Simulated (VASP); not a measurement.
# FeO (Fm-3m) in VASP: notebook, part 2 of 3

VASP 6.6.1.

## Step 4: Single point, PBEsol+U, collinear spin, ferromagnetic start

File INCAR:

```
SYSTEM = FeO
ALGO = Normal ; EDIFF = 1E-6
ENCUT = 520 ; GGA = PS
ISIF = 2 ; ISMEAR = 0
ISPIN = 2 ; LASPH = .TRUE.
LCHARG = .FALSE. ; LDAU = .TRUE.
LDAUJ = 0 0 ; LDAUL = 2 -1
LDAUPRINT = 1 ; LDAUTYPE = 2
LDAUU = 5 0 ; LMAXMIX = 4
LORBIT = 11 ; LREAL = .FALSE.
LWAVE = .FALSE. ; MAGMOM = 3.9 0.25
NBANDS = 18 ; NELM = 150
PREC = Accurate ; SIGMA = 0.05
```

File KPOINTS:

```
k-points
0
G
  8 8 8
  0 0 0
```

File POSCAR:

```
FeO
1.0
    0.0000000000      2.1554001600      2.1554001600
    2.1554001600      0.0000000000      2.1554001600
    2.1554001600      2.1554001600      0.0000000000
Fe O
1 1
Direct
    0.0000000000      0.0000000000      0.0000000000
    0.5000000000      0.5000000000      0.5000000000
```

Potentials or basis: VASP PAW PBE potentials, release 64 (Fe, O).

Run with:

```sh
$ cat potpaw_PBE.64/Fe/POTCAR potpaw_PBE.64/O/POTCAR > POTCAR
$ mpirun -np 1 vasp_std > vasp.out
```

OUTCAR:

```text
SYSTEM = FeO
   EDIFF = 1E-6
   ENCUT = 520
   GGA = PS
   ISIF = 2
   ISMEAR = 0
   ISPIN = 2
   LASPH = .TRUE.
   LORBIT = 11
   LREAL = .FALSE.
   NELM = 150
   PREC = Accurate

 ion  position               nearest neighbor table
   1  0.000  0.000  0.000-   2 2.16   2 2.16   2 2.16   2 2.16   2 2.16   2 2.16
   2  0.500  0.500  0.500-   1 2.16   1 2.16   1 2.16   1 2.16   1 2.16   1 2.16

  LATTYP: Found a face centered cubic cell.
 ALAT       =     4.3108003200

  Lattice vectors:

 A1 = (   0.0000000000,   2.1554001600,   2.1554001600)
 A2 = (   2.1554001600,   0.0000000000,   2.1554001600)
 A3 = (   2.1554001600,   2.1554001600,   0.0000000000)

Analysis of symmetry for initial positions (statically):
=====================================================================
 Subroutine PRICEL returns:
 Original cell was already a primitive cell.

 Routine SETGRP: Setting up the symmetry group for a
 face centered cubic supercell.

 Subroutine GETGRP returns: Found 48 space group operations
 (whereof 48 operations were pure point group operations)
 out of a pool of 48 trial point group operations.

The static configuration has the point symmetry O_h .

Analysis of symmetry for dynamics (positions and initial velocities):
=====================================================================
 Subroutine PRICEL returns:
 Original cell was already a primitive cell.

 Routine SETGRP: Setting up the symmetry group for a
 face centered cubic supercell.

 Subroutine GETGRP returns: Found 48 space group operations
 (whereof 48 operations were pure point group operations)
 out of a pool of 48 trial point group operations.

The dynamic configuration has the point symmetry O_h .

Analysis of structural, dynamic, and magnetic symmetry:
=====================================================================
 Subroutine PRICEL returns:
 Original cell was already a primitive cell.

 Routine SETGRP: Setting up the symmetry group for a
 face centered cubic supercell.

 Subroutine GETGRP returns: Found 48 space group operations
 (whereof 48 operations were pure point group operations)
 out of a pool of 48 trial point group operations.

The overall configuration has the point symmetry O_h .

 Subroutine INISYM returns: Found 48 space group operations
 (whereof 48 operations are pure point group operations),
 and found     1 'primitive' translations

----------------------------------------------------------------------------------------

                                     Primitive cell

  volume of cell :      20.0269

  direct lattice vectors                    reciprocal lattice vectors
     0.000000000  2.155400160  2.155400160    -0.231975486  0.231975486  0.231975486
     2.155400160  0.000000000  2.155400160     0.231975486 -0.231975486  0.231975486
     2.155400160  2.155400160  0.000000000     0.231975486  0.231975486 -0.231975486

  length of vectors
[... 111 lines left out ...]
   GGA     = PS    functional components
   LHFCALC =     F    Hartree Fock is set to
   AEXX    =    0.0000 exact exchange contribution
   IVDW    =     0    specifies the selected vdW correction
   LEPSILON=     F    determine dielectric tensor
   LRPA    =     F    only Hartree local field effects (RPA)
 spin polarized calculation
 Gauss-broadening in eV      SIGMA  =   0.05
  energy-cutoff  :      520.00
  volume of cell :       20.03
 maximum number of plane-waves:       553
   NGX = 11   NGY = 11   NGZ = 11

atom =   1  type =  1  l = 2

 onsite density matrix

spin component  1

  0.9715  0.0000  0.0000  0.0000  0.0000
  0.0000  0.9715 -0.0000 -0.0000  0.0000
  0.0000 -0.0000  1.0224 -0.0000 -0.0000
  0.0000 -0.0000 -0.0000  0.9715 -0.0000
  0.0000  0.0000 -0.0000 -0.0000  1.0224

spin component  2

  0.3112 -0.0000 -0.0000  0.0000  0.0000
 -0.0000  0.3112  0.0000  0.0000  0.0000
 -0.0000  0.0000  0.1045  0.0000  0.0000
  0.0000  0.0000  0.0000  0.3112  0.0000
  0.0000  0.0000  0.0000  0.0000  0.1045

 occupancies and eigenvectors

  o =  0.1045  v =  0.0000  0.0000  0.0000  0.0000  0.0000  0.0000  0.0000 -0.9968 -0.0000  0.0804      0.0000  0.0000  0.0000  0.0000  0.0000  0.0000  0.0000  0.0000  0.0000  0.0000
  o =  0.1045  v =  0.0000  0.0000  0.0000  0.0000  0.0000  0.0000  0.0000 -0.0804  0.0000 -0.9968      0.0000  0.0000  0.0000  0.0000  0.0000  0.0000  0.0000  0.0000  0.0000  0.0000
  o =  0.3112  v =  0.0000  0.0000  0.0000  0.0000  0.0000  0.0000 -0.5040 -0.0000 -0.8637 -0.0000      0.0000  0.0000  0.0000  0.0000  0.0000  0.0000  0.0000  0.0000  0.0000  0.0000
  o =  0.3112  v =  0.0000  0.0000  0.0000  0.0000  0.0000  0.0000 -0.8637 -0.0000  0.5040 -0.0000      0.0000  0.0000  0.0000  0.0000  0.0000  0.0000  0.0000  0.0000  0.0000  0.0000
  o =  0.3112  v =  0.0000  0.0000  0.0000  0.0000  0.0000  1.0000  0.0000  0.0000  0.0000  0.0000      0.0000  0.0000  0.0000  0.0000  0.0000  0.0000  0.0000  0.0000  0.0000  0.0000
  o =  0.9715  v =  1.0000  0.0000  0.0000  0.0000  0.0000  0.0000  0.0000  0.0000  0.0000  0.0000      0.0000  0.0000  0.0000  0.0000  0.0000  0.0000  0.0000  0.0000  0.0000  0.0000
  o =  0.9715  v =  0.0000 -0.6503  0.0000 -0.7596  0.0000  0.0000  0.0000  0.0000  0.0000  0.0000      0.0000  0.0000  0.0000  0.0000  0.0000  0.0000  0.0000  0.0000  0.0000  0.0000
  o =  0.9715  v =  0.0000  0.7596 -0.0000 -0.6503  0.0000  0.0000  0.0000  0.0000  0.0000  0.0000      0.0000  0.0000  0.0000  0.0000  0.0000  0.0000  0.0000  0.0000  0.0000  0.0000
  o =  1.0224  v =  0.0000  0.0000  0.9998  0.0000  0.0206  0.0000  0.0000  0.0000  0.0000  0.0000      0.0000  0.0000  0.0000  0.0000  0.0000  0.0000  0.0000  0.0000  0.0000  0.0000
  o =  1.0224  v =  0.0000  0.0000  0.0206 -0.0000 -0.9998  0.0000  0.0000  0.0000  0.0000  0.0000      0.0000  0.0000  0.0000  0.0000  0.0000  0.0000  0.0000  0.0000  0.0000  0.0000

 number of electron      13.9999999 magnetization       4.0038745

 Free energy of the ion-electron system (eV)
  ---------------------------------------------------
  ext. energy  EPLUGINS =         0.00000000
  ---------------------------------------------------
  free energy    TOTEN  =       -13.40963842 eV

  energy without entropy =      -13.40825829  energy(sigma->0) =      -13.40894836

 E-fermi :   6.7377     XC(G=0): -12.3985

 val. band max:        6.7085368593   @ k =  -0.3750   0.2500   0.0000
 cond. band min:       6.7840651764   @ k =   0.2500   0.1250   0.0000
 fundamental gap:      0.0755283172
 Fermi energy:         6.7377049446

 spin component 1

 k-point     1 :       0.0000    0.0000    0.0000
  band No.  band energies     occupation
      1     -14.3694      1.00000
      2      -0.4897      1.00000
      3      -0.4897      1.00000
      4      -0.3485      1.00000
      5      -0.3485      1.00000
      6      -0.3485      1.00000
[... 1001 lines left out ...]
     17      33.0145      0.00000
     18      35.1293      0.00000

 [... further k-points ...]

------------------------ aborting loop because EDIFF is reached ----------------------------------------

  FORCE on cell =-STRESS in cart. coord.  units (eV):
  Direction    XX          YY          ZZ          XY          YZ          ZX
  --------------------------------------------------------------------------------------
  -------------------------------------------------------------------------------------
  Total       -1.1016428     -1.1016428     -1.1016428      0.0000000      0.0000000      0.0000000
  in kB      -88.1328187    -88.1328187    -88.1328187      0.0000000      0.0000000      0.0000000
  external PRESSURE =     -88.1328187 kB  Pullay stress =       0.0000000 kB

 VOLUME and BASIS-vectors are now :
 -----------------------------------------------------------------------------
  energy-cutoff  :      520.00
  volume of cell :       20.03
      direct lattice vectors                 reciprocal lattice vectors
     0.000000000  2.155400160  2.155400160    -0.231975486  0.231975486  0.231975486
     2.155400160  0.000000000  2.155400160     0.231975486 -0.231975486  0.231975486
     2.155400160  2.155400160  0.000000000     0.231975486  0.231975486 -0.231975486

 POSITION                                       TOTAL-FORCE (eV/Angst)
 -----------------------------------------------------------------------------------
      0.00000      0.00000      0.00000        -0.000000     -0.000000     -0.000000
      2.15540      2.15540      2.15540         0.000000      0.000000      0.000000
 -----------------------------------------------------------------------------------
    total drift:                                0.000000     -0.000000      0.000000

  FREE ENERGIE OF THE ION-ELECTRON SYSTEM (eV)
  ---------------------------------------------------
  free  energy   TOTEN  =       -13.4096384215 eV

  energy  without entropy=      -13.4082582893  energy(sigma->0) =      -13.40894836

 total charge

# of ion       s       p       d       tot
------------------------------------------
    1        0.299   0.374   6.078   6.752
    2        1.547   3.441   0.000   4.988
--------------------------------------------------
tot          1.846   3.815   6.078  11.739

 magnetization (x)

# of ion       s       p       d       tot
------------------------------------------
    1        0.026   0.020   3.811   3.856
    2        0.020   0.164   0.000   0.184
--------------------------------------------------
tot          0.046   0.184   3.811   4.040
```

OSZICAR:

```text
N       E                     dE             d eps       ncg     rms          rms(c)
DAV:   1     0.684958950981E+02    0.68496E+02   -0.69478E+03  2248   0.908E+02
DAV:   2    -0.111670186785E+02   -0.79663E+02   -0.67606E+02  2130   0.202E+02
DAV:   3    -0.158429979520E+02   -0.46760E+01   -0.46211E+01  2416   0.523E+01
DAV:   4    -0.158763169410E+02   -0.33319E-01   -0.33305E-01  2544   0.420E+00
DAV:   5    -0.158764818583E+02   -0.16492E-03   -0.16491E-03  2464   0.305E-01    0.170E+01
DAV:   6    -0.136391966976E+02    0.22373E+01   -0.12708E+01  2692   0.614E+01    0.249E+01
DAV:   7    -0.134369224152E+02    0.20227E+00   -0.12300E+00  2370   0.223E+01    0.119E+01
DAV:   8    -0.134243186615E+02    0.12604E-01   -0.17433E-01  2664   0.390E+00    0.610E+00
DAV:   9    -0.134094399314E+02    0.14879E-01   -0.18341E-02  2364   0.132E+00    0.929E-01
DAV:  10    -0.134094619622E+02   -0.22031E-04   -0.39430E-03  2660   0.688E-01    0.101E-01
DAV:  11    -0.134095871152E+02   -0.12515E-03   -0.30202E-04  2368   0.168E-01    0.749E-02
DAV:  12    -0.134096270000E+02   -0.39885E-04   -0.13490E-05  2390   0.415E-02    0.220E-02
DAV:  13    -0.134096380375E+02   -0.11037E-04   -0.73061E-06  2490   0.268E-02    0.738E-03
DAV:  14    -0.134096384215E+02   -0.38402E-06   -0.86448E-07  1550   0.769E-03
   1 F= -.13409638E+02 E0= -.13408948E+02  d E =-.138013E-02  mag=     4.0039
```

stdout:

```text
POSCAR found type information on POSCAR FeO
 POSCAR found :  2 types and       2 ions
 scaLAPACK will be used
 -----------------------------------------------------------------------------
|                                                                             |
|                                                                             |
|     You enforced a specific xc type in the INCAR file but a different       |
|     I HOPE YOU KNOW WHAT YOU ARE DOING!                                     |
|                                                                             |
 -----------------------------------------------------------------------------

 LDA part: xc-table for (Slater+PW92), standard interpolation
 POSCAR, INCAR and KPOINTS ok, starting setup
 FFT: planning ... GRIDC
 FFT: planning ... GRID_SOFT
 FFT: planning ... GRID
 WAVECAR not read
 entering main loop
```

Wall time 21 s (1 thread of Intel Xeon 6975P-C, shared host); peak memory 0.16 GiB.

Results:

```
Free energy                                           : -13.4096 eV
Pressure                                              : -8.8 GPa
Band gap on the k mesh                                : zero (filled and empty bands overlap)
Net moment                                            : 4.00 μB per cell
Site moments                                          : Fe +3.86; O +0.18 μB
Valence electrons inside the program's atomic spheres : Fe 6.75; O 4.99
```

Eigenvalues of the final occupation matrices:
```tsv
site	spin	trace	eigenvalues
site 1 d	1	4.96	0.97 0.97 0.97 1.02 1.02
site 1 d	2	1.14	0.10 0.10 0.31 0.31 0.31
```

Caveat: the PAW data sets were made with another functional, which shifts forces and pressure a little; a cell with one magnetic atom can't hold antiferromagnetic order, which such compounds often take. The state reached can hang on the start; a lower one may exist.

[end of part 2 of 3]
